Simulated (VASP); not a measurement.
# CuSi16 (a cell with a defect) in VASP: notebook, part 2 of 2

VASP 6.6.1.

### Step 3. Single point, PBE+D3(BJ)

INCAR

```
SYSTEM = CuSi16
ALGO = Normal ; EDIFF = 1E-6
ENCUT = 520 ; GGA = PE
ISIF = 2 ; ISMEAR = 0
IVDW = 12 ; LASPH = .True.
LCHARG = .False. ; LREAL = Auto
LWAVE = .False. ; NBANDS = 52
NELECT = 74.0 ; NELM = 60
PREC = Accurate ; SIGMA = 0.02
```

KPOINTS

```
k-points
0
Gamma
  2 2 2
  0 0 0
```

POSCAR

```
CuSi16
1.0
    0.0000000000      5.4300000000      5.4300000000
    5.4300000000      0.0000000000      5.4300000000
    5.4300000000      5.4300000000      0.0000000000
Si Cu
16 1
Direct
   -0.0026382439     -0.0078521284      0.0138488572
    0.1336446543      0.1248660113      0.1171501368
    0.0056587255     -0.0052757608      0.5053484016
    0.1193554384      0.1227613392      0.6393633929
   -0.0028175573      0.4971809529      0.0138300490
    0.1202809952      0.6202359527      0.1396036743
   -0.0042161309      0.4957420550      0.5130177985
    0.1190612448      0.6190835718      0.6393494230
    0.5133887731      0.0133916165     -0.0394148287
    0.6250756953      0.1250506728      0.1170751952
    0.4951080461     -0.0049162307      0.5053758499
    0.6373101881      0.1373874392      0.5891822961
    0.4921947588      0.4973375295      0.0138487402
    0.6248641759      0.6336675067      0.1171558293
    0.4947039116      0.5057423805      0.5053297692
    0.6228046587      0.6193447657      0.6393639388
    0.3900061764     -0.1098460438      0.3314729967
```

Potentials or basis: VASP PAW PBE potentials, release 64 (Si, Cu).

On the command line:

```console
$ cat potpaw_PBE.64/Si/POTCAR potpaw_PBE.64/Cu/POTCAR > POTCAR
$ mpirun -np 1 vasp_std > vasp.out
```

OUTCAR:

```text
SYSTEM = CuSi16
   EDIFF = 1E-6
   ENCUT = 520
   GGA = PE
   ISIF = 2
   ISMEAR = 0
   IVDW = 12
   LASPH = .True.
   LREAL = Auto
   NELECT = 74.0
   NELM = 60
   PREC = Accurate
 IVDW          = 12

 ion  position               nearest neighbor table
   1  0.997  0.992  0.014-   6 2.33  10 2.34   2 2.34   4 2.35
   2  0.134  0.125  0.117-   1 2.34   5 2.34   9 2.39   3 2.43  17 2.56
   3  0.006  0.995  0.505-  12 2.32   8 2.36   4 2.36  17 2.43   2 2.43
   4  0.119  0.123  0.639-   7 2.34   1 2.35  11 2.36   3 2.36  17 2.95
   5  0.997  0.497  0.014-   6 2.33   2 2.34  14 2.34   8 2.35
   6  0.120  0.620  0.140-   1 2.33  13 2.33   5 2.33   7 2.34
   7  0.996  0.496  0.513-   8 2.34  16 2.34   4 2.34   6 2.34
   8  0.119  0.619  0.639-   7 2.34   5 2.35   3 2.36  15 2.36  17 2.96
   9  0.513  0.013  0.961-  17 2.33  12 2.33  14 2.39   2 2.39  10 2.39
  10  0.625  0.125  0.117-   1 2.34  13 2.34   9 2.39  11 2.43  17 2.56
  11  0.495  0.995  0.505-  12 2.32  16 2.36   4 2.36  17 2.43  10 2.43
  12  0.637  0.137  0.589-  11 2.32   3 2.32  15 2.32   9 2.33
  13  0.492  0.497  0.014-   6 2.33  10 2.34  14 2.34  16 2.35
  14  0.625  0.634  0.117-  13 2.34   5 2.34   9 2.39  15 2.43  17 2.56
  15  0.495  0.506  0.505-  12 2.32   8 2.36  16 2.36  17 2.43  14 2.43
  16  0.623  0.619  0.639-   7 2.34  13 2.35  11 2.36  15 2.36  17 2.95
  17  0.390  0.890  0.331-   9 2.33  11 2.43   3 2.43  15 2.43  10 2.56   2 2.56  14 2.56   4 2.95
                            16 2.95   8 2.96

  LATTYP: Found a face centered cubic cell.
 ALAT       =    10.8600000000

  Lattice vectors:

 A1 = (   0.0000000000,   5.4300000000,   5.4300000000)
 A2 = (   5.4300000000,   0.0000000000,   5.4300000000)
 A3 = (   5.4300000000,   5.4300000000,   0.0000000000)

Analysis of symmetry for initial positions (statically):
=====================================================================
 Subroutine PRICEL returns:
 Original cell was already a primitive cell.

 Routine SETGRP: Setting up the symmetry group for a
 face centered cubic supercell.

 Subroutine GETGRP returns: Found  1 space group operations
 (whereof  1 operations were pure point group operations)
 out of a pool of 48 trial point group operations.

The static configuration has the point symmetry C_1 .

Analysis of symmetry for dynamics (positions and initial velocities):
=====================================================================
 Subroutine PRICEL returns:
 Original cell was already a primitive cell.

 Routine SETGRP: Setting up the symmetry group for a
 face centered cubic supercell.

 Subroutine GETGRP returns: Found  1 space group operations
 (whereof  1 operations were pure point group operations)
 out of a pool of 48 trial point group operations.

The dynamic configuration has the point symmetry C_1 .

 Subroutine INISYM returns: Found  1 space group operations
 (whereof  1 operations are pure point group operations),
 and found     1 'primitive' translations

----------------------------------------------------------------------------------------

                                     Primitive cell

  volume of cell :     320.2060

  direct lattice vectors                    reciprocal lattice vectors
[... 77 lines left out ...]
  0.000000  0.000000  0.500000      1.000000
  0.500000  0.500000  0.500000      1.000000
  0.500000  0.500000  0.000000      1.000000
  0.000000  0.500000  0.500000      1.000000
  0.500000  0.000000  0.500000      1.000000
   k-points           NKPTS =      8   k-points in BZ     NKDIM =      8   number of bands    NBANDS=     52
   number of dos      NEDOS =    301   number of ions     NIONS =     17
   total plane-waves  NPLWV = 216000
   dimension x,y,z NGX =    60 NGY =   60 NGZ =   60
   dimension x,y,z NGXF=   120 NGYF=  120 NGZF=  120
   ions per type =              16   1
   NGX,Y,Z   is equivalent  to a cutoff of  12.99, 12.99, 12.99 a.u.
   NGXF,Y,Z  is equivalent  to a cutoff of  25.98, 25.98, 25.98 a.u.
 SYSTEM =  CuSi16
   PREC   = accura    normal or accurate (medium, high low for compatibility)
   ISTART =      0    job   : 0-new  1-cont  2-samecut
   ICHARG =      2    charge: 1-file 2-atom 10-const
   ISPIN  =      1    spin polarized calculation?
   LNONCOLLINEAR =      F non collinear calculations
   LSORBIT =      F    spin-orbit coupling
   LASPH  =      T    aspherical Exc in radial PAW
   ENCUT  =  520.0 eV  38.22 Ry    6.18 a.u.  14.28 14.28 14.28*2*pi/ulx,y,z
   NELM   =     60;   NELMIN=  2; NELMDL= -5     # of ELM steps
   EDIFF  = 0.1E-05   stopping-criterion for ELM
   LREAL  =      T    real-space projection
   EDIFFG = 0.1E-04   stopping-criterion for IOM
   NSW    =      0    number of steps for IOM
   IBRION =     -1    ionic relax: 0-MD 1-quasi-New 2-CG
   NFREE  =      0    steps in history (QN), initial steepest desc. (CG)
   ISIF   =      2    stress and relaxation
   ISYM   =      2    0-nonsym 1-usesym 2-fastsym
   POTIM  = 0.5000    time-step for ionic-motion
   TEBEG  =    0.0;   TEEND  =   0.0 temperature during run
   PSTRESS=    0.0 pullay stress
   NELECT =      74.0000    total number of electrons
   NUPDOWN=      -1.0000    fix difference up-down
   EMIN   =  10.00;   EMAX   =-10.00  energy-range for DOS
   EFERMI =   0.00;   METHOD = LEGACY
   ISMEAR =     0;   SIGMA  =   0.02  broadening in eV -4-tet -1-fermi 0-gaus
   EFERMI_NEDOS =   21; number of points for ismear=-14 and -15
   IALGO  =     38    algorithm
   IMIX   =      4    mixing-type and parameters
     AMIX     =   0.40;   BMIX     =  1.00
     AMIX_MAG =   1.60;   BMIX_MAG =  1.00
  volume/ion in A,a.u.               =      18.84       127.11
  Fermi-wavevector in a.u.,A,eV,Ry     =   1.004636  1.898488 13.732283  1.009294
  Thomas-Fermi vector in A             =   2.137265
   LORBIT       =      0    0 simple, 1 ext, 2 COOP (PROOUT), +10 PAW based schemes
   GGA     = PE    functional components
   LHFCALC =     F    Hartree Fock is set to
   AEXX    =    0.0000 exact exchange contribution
   IVDW    =    12    specifies the selected vdW correction
   LEPSILON=     F    determine dielectric tensor
   LRPA    =     F    only Hartree local field effects (RPA)
 non-spin polarized calculation
 Gauss-broadening in eV      SIGMA  =   0.02
  energy-cutoff  :      520.00
  volume of cell :      320.21
 maximum number of plane-waves:      8646
 NGX is ok and might be reduce to    60
   NGX = 29   NGY = 29   NGZ = 29

 number of electron      74.0000004 magnetization

 Free energy of the ion-electron system (eV)
  ---------------------------------------------------
  ext. energy  EPLUGINS =         0.00000000
  ---------------------------------------------------
  free energy    TOTEN  =       -94.22077330 eV

  energy without entropy =      -94.22077330  energy(sigma->0) =      -94.22077330

 E-fermi :   6.2912     XC(G=0):  -9.6085

 val. band max:        6.1942605713   @ k =   0.0000   0.0000   0.0000
 cond. band min:       6.5648171627   @ k =   0.0000   0.0000   0.0000
 fundamental gap:      0.3705565914
 Fermi energy:         6.2912413195

 k-point     1 :       0.0000    0.0000    0.0000
  band No.  band energies     occupation
      1      -5.8945      2.00000
      2      -3.5514      2.00000
      3      -3.5034      2.00000
      4      -3.4705      2.00000
      5      -3.4700      2.00000
      6      -2.0438      2.00000
[... 405 lines left out ...]
     48      10.5009      0.00000
     49      10.5074      0.00000
 [bands above 49 left out]

------------------------ aborting loop because EDIFF is reached ----------------------------------------

 Edisp (eV)   -5.66942

 E8    (eV) :    -2.3513

  FORCE on cell =-STRESS in cart. coord.  units (eV):
  Direction    XX          YY          ZZ          XY          YZ          ZX
  --------------------------------------------------------------------------------------
  -------------------------------------------------------------------------------------
  Total      -7.71942    -7.71661    -7.70559     0.25741    -0.23668    -0.23798
  in kB     -38.62477   -38.61069   -38.55556     1.28799    -1.18425    -1.19074
  external pressure =      -38.60 kB  Pullay stress =        0.00 kB

 VOLUME and BASIS-vectors are now :
 -----------------------------------------------------------------------------
  energy-cutoff  :      520.00
  volume of cell :      320.21
      direct lattice vectors                 reciprocal lattice vectors
     0.000000000  5.430000000  5.430000000    -0.092081031  0.092081031  0.092081031
     5.430000000  0.000000000  5.430000000     0.092081031 -0.092081031  0.092081031
     5.430000000  5.430000000  0.000000000     0.092081031  0.092081031 -0.092081031

 POSITION                                       TOTAL-FORCE (eV/Angst)
 -----------------------------------------------------------------------------------
      5.46256      5.49087     10.80304         0.001142     -0.003120      0.003717
      1.31415      1.36182      1.40371         0.004678     -0.004725     -0.003252
      8.14539      2.77477      5.43208         0.003022     -0.010054     -0.001186
      4.13834      4.11984      1.31469        -0.003097     -0.001540      0.001042
      2.77479      5.48980      8.11439        -0.003467     -0.003407     -0.002118
      4.12593      1.41117      4.02101         0.000046      0.000165      0.001125
[... 9 lines left out ...]
      6.83479      6.85358      6.74487        -0.001515     -0.003272      0.000869
      6.63343      3.91763      6.95127         0.010450      0.010827     -0.013627
 -----------------------------------------------------------------------------------
    total drift:                               -0.002214     -0.002303      0.003611

  FREE ENERGIE OF THE ION-ELECTRON SYSTEM (eV)
  ---------------------------------------------------
  free  energy   TOTEN  =       -99.8901907390 eV

  energy  without entropy=      -99.8901907390  energy(sigma->0) =      -99.89019074
```

Wall time 4 min (1 thread of AMD EPYC 9R45 (Zen 5), shared host); peak memory 0.46 GiB.

What came out:

- Free energy: -99.8902 eV
- Largest force: 0.020 eV/Å
- Dispersion energy per atom: -0.333 eV

Forces in eV/Å, atoms in the order of the input:
```
Si   0.001 -0.003  0.004
Si   0.005 -0.005 -0.003
Si   0.003 -0.010 -0.001
Si  -0.003 -0.002  0.001
Si  -0.003 -0.003 -0.002
Si   0.000  0.000  0.001
Si   0.001  0.001 -0.001
Si   0.000  0.000  0.003
Si  -0.004 -0.004  0.004
Si   0.003  0.003  0.006
Si   0.003  0.003  0.006
Si   0.003  0.004 -0.003
Si  -0.003  0.001  0.004
Si  -0.005  0.004 -0.003
Si  -0.010  0.003 -0.001
Si  -0.002 -0.003  0.001
Cu   0.010  0.011 -0.014
```

Caveat: the k points lie up to 0.50 Å⁻¹ apart; the cell carries a net charge on a neutralising background, which shifts energy and pressure; the cell is charged against a uniform background, so pressure and absolute levels hang on convention.

### Step 4. Single point, PBE+D3(BJ)

INCAR

```
ALGO = Normal
EDIFF = 1E-6
ENCUT = 520
GGA = PE
ISIF = 2
ISMEAR = 0
IVDW = 12
LASPH = T
LCHARG = F
LREAL = Auto
LWAVE = F
NBANDS = 52
NELECT = 74.0
NELM = 80
PREC = Accurate
SIGMA = 0.02
```

KPOINTS

```
k-points
0
Gamma
  2 2 2
```

POSCAR

```
CuSi16
1.0
    0.0000000000      5.4300000000      5.4300000000
    5.4300000000      0.0000000000      5.4300000000
    5.4300000000      5.4300000000      0.0000000000
Si Cu
16 1
Direct
   -0.0335044199      0.0058869245      0.0060661142
    0.1222102210      0.1136085635      0.1140986188
    0.0092514733     -0.0116597606      0.4979321363
    0.1287837017      0.1187067219      0.6383361878
    0.0090967772      0.4975807551     -0.0113755985
    0.1286223757      0.6382153775      0.1190229282
    0.0120296501      0.5013182320      0.5016747698
    0.1545065378      0.6172023020      0.6175058011
    0.4964172192     -0.0033350829     -0.0028286372
    0.5947802947      0.1360521179      0.1367057090
    0.5025049724     -0.0052779006      0.5101327808
    0.6372455801      0.1195571823      0.6248352670
    0.5024104972      0.5095121547     -0.0045898711
    0.6370731123      0.6242926335      0.1202712707
    0.5256792818      0.4920240331      0.4927452118
    0.6394093002      0.6222122468      0.6228923573
    0.1687231123      0.2735577348      0.2734916206
```

Potentials or basis: VASP PAW PBE potentials, release 64 (Si, Cu).

On the command line:

```console
$ cat potpaw_PBE.64/Si/POTCAR potpaw_PBE.64/Cu/POTCAR > POTCAR
$ mpirun -np 1 vasp_std > vasp.out
```

OUTCAR:

```text
EDIFF = 1E-6
   ENCUT = 520
   GGA = PE
   ISIF = 2
   ISMEAR = 0
   IVDW = 12
   LASPH = T
   LREAL = Auto
   NELECT = 74.0
   NELM = 80
   PREC = Accurate
 IVDW          = 12

 ion  position               nearest neighbor table
   1  0.966  0.006  0.006-   6 2.32   4 2.32  10 2.33   2 2.34
   2  0.122  0.114  0.114-   1 2.34  17 2.35   9 2.35   3 2.41   5 2.41
   3  0.009  0.988  0.498-   8 2.33  12 2.33   2 2.41   4 2.45  17 2.46
   4  0.129  0.119  0.638-   1 2.32  11 2.34  17 2.35   7 2.40   3 2.45
   5  0.009  0.498  0.989-   8 2.33  14 2.33   2 2.41   6 2.45  17 2.46
   6  0.129  0.638  0.119-   1 2.32  13 2.34  17 2.35   7 2.40   5 2.45
   7  0.012  0.501  0.502-  16 2.34   8 2.35   4 2.40   6 2.40  17 2.54
   8  0.155  0.617  0.618-  15 2.33   5 2.33   3 2.33   7 2.35
   9  0.496  0.997  0.997-  12 2.34  14 2.34   2 2.35  10 2.37
  10  0.595  0.136  0.137-   1 2.33  11 2.35  13 2.35   9 2.37  17 2.67
  11  0.503  0.995  0.510-  16 2.34   4 2.34  12 2.35  10 2.35
  12  0.637  0.120  0.625-   3 2.33  15 2.34   9 2.34  11 2.35
  13  0.502  0.510  0.995-  16 2.34   6 2.34  14 2.35  10 2.35
  14  0.637  0.624  0.120-   5 2.33  15 2.34   9 2.34  13 2.35
  15  0.526  0.492  0.493-   8 2.33  12 2.34  14 2.34  16 2.35
[... 209 lines left out ...]
      1      -5.8940      2.00000
      2      -3.5300      2.00000
      3      -3.5150      2.00000
      4      -3.4851      2.00000
      5      -3.4658      2.00000
      6      -2.0070      2.00000
[... 405 lines left out ...]
     48      10.4695      0.00000
     49      10.4854      0.00000
 [bands above 49 left out]

------------------------ aborting loop because EDIFF is reached ----------------------------------------

 Edisp (eV)   -5.67129

 E8    (eV) :    -2.3523

  FORCE on cell =-STRESS in cart. coord.  units (eV):
  Direction    XX          YY          ZZ          XY          YZ          ZX
  --------------------------------------------------------------------------------------
  -------------------------------------------------------------------------------------
  Total      -7.86489    -7.23536    -7.24403    -0.11267    -0.74084    -0.09901
  in kB     -39.35262   -36.20271   -36.24609    -0.56375    -3.70686    -0.49540
  external pressure =      -37.27 kB  Pullay stress =        0.00 kB

 VOLUME and BASIS-vectors are now :
 -----------------------------------------------------------------------------
  energy-cutoff  :      520.00
  volume of cell :      320.21
      direct lattice vectors                 reciprocal lattice vectors
     0.000000000  5.430000000  5.430000000    -0.092081031  0.092081031  0.092081031
     5.430000000  0.000000000  5.430000000     0.092081031 -0.092081031  0.092081031
     5.430000000  5.430000000  0.000000000     0.092081031  0.092081031 -0.092081031

 POSITION                                       TOTAL-FORCE (eV/Angst)
 -----------------------------------------------------------------------------------
      0.06491      5.28101      5.28004        -0.001745      0.015038      0.016881
      1.23645      1.28316      1.28050         0.001347     -0.016461     -0.009562
      8.07046      2.75401      5.41692        -0.001010      0.007114     -0.004557
      4.11074      4.16546      1.34387         0.003032     -0.020008     -0.011532
      8.07009      5.41763      2.75126         0.004468     -0.000535      0.007608
      4.11180      1.34471      4.16393        -0.002899     -0.010041     -0.023125
[... 9 lines left out ...]
      6.76092      6.85430      6.85061        -0.013285     -0.002741     -0.003766
      2.97048      2.40123      2.40158         0.013203      0.019268      0.013929
 -----------------------------------------------------------------------------------
    total drift:                               -0.000533     -0.005114     -0.003952

  FREE ENERGIE OF THE ION-ELECTRON SYSTEM (eV)
  ---------------------------------------------------
  free  energy   TOTEN  =       -99.8934596944 eV

  energy  without entropy=      -99.8934596942  energy(sigma->0) =      -99.89345969
```

stdout:

```text
POSCAR found type information on POSCAR SiCu
 POSCAR found :  2 types and      17 ions
 scaLAPACK will be used
 LDA part: xc-table for (Slater+PW92), standard interpolation
 POSCAR, INCAR and KPOINTS ok, starting setup
 FFT: planning ... GRIDC
 FFT: planning ... GRID_SOFT
 FFT: planning ... GRID
 WAVECAR not read
 entering main loop
 the old and the new charge density differ
 old charge density:    75.00000 new   74.00000
    0.224E+01
```

Wall time 3.8 min (1 thread of AMD EPYC 9R45 (Zen 5), shared host); peak memory 0.46 GiB.

What came out:

* Free energy: -99.8935 eV
* Largest force: 0.027 eV/Å
* Dispersion energy per atom: -0.334 eV

Forces in eV/Å, atoms in the order of the input:
```
Si  -0.002  0.015  0.017
Si   0.001 -0.016 -0.010
Si  -0.001  0.007 -0.005
Si   0.003 -0.020 -0.012
Si   0.004 -0.001  0.008
Si  -0.003 -0.010 -0.023
Si   0.012  0.003  0.007
Si   0.001 -0.003 -0.007
Si   0.007  0.012  0.006
Si  -0.020  0.001  0.003
Si   0.003  0.004  0.002
Si  -0.009 -0.004  0.001
Si   0.008  0.000  0.004
Si  -0.013  0.001 -0.002
Si   0.007 -0.004  0.000
Si  -0.013 -0.003 -0.004
Cu   0.013  0.019  0.014
```

Caveat: the k points lie up to 0.50 Å⁻¹ apart; the cell carries a net charge on a neutralising background, which shifts energy and pressure; the cell is charged against a uniform background, so pressure and absolute levels hang on convention.
